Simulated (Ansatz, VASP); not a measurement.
# Two plane-wave programs on MgO

```
Mg O
1.0
     4.25385    0.00000    0.00000
     0.00000   -4.25385    0.00000
     0.00000    0.00000   -4.25385
Mg O
4 4
Direct
  0.00000 0.00000 0.00000
  0.50000 0.50000 0.00000
  0.50000 0.00000 0.50000
  0.00000 0.50000 0.50000
  0.47061 0.00000 0.00000
  0.00000 0.50000 0.00000
  0.00000 0.00000 0.50000
  0.50000 0.50000 0.50000
```

Alike in both runs: task single point; functional PBE; k mesh 6 × 6 × 6; occupations gaussian, width 0.05 eV; no spin polarisation.

|  | VASP | Ansatz |
| --- | --- | --- |
| version | VASP 6.6.1 | Ansatz 0.2.0 |
| potentials or method | VASP PAW PBE potentials, release 64 (Mg, O), cutoff 520 eV | scalar-relativistic, plane waves, PAW |
| valence electrons in the cell | 32 | 64 |

Ansatz gave:

* gap on the k mesh at the Fermi level (eV): 4.44
* least direct gap on the mesh (eV): 4.44
* pressure (GPa): 0.4
* traceless stress, the component that is largest in VASP (GPa): 0.74
* rms of the force components (eV/Å): 0.300

What did VASP give for the same quantities?

gap on the k mesh at the Fermi level (eV): 4.42; least direct gap on the mesh (eV): 4.42; pressure (GPa): -0.3; traceless stress, the component that is largest in VASP (GPa): 0.74; rms of the force components (eV/Å): 0.305.

Atom by atom the forces differ by 0.004 eV/Å (rms over components). VASP's potentials hold 32 valence electrons a cell and Ansatz's 64, so a difference there can come from the potentials and not from the codes.
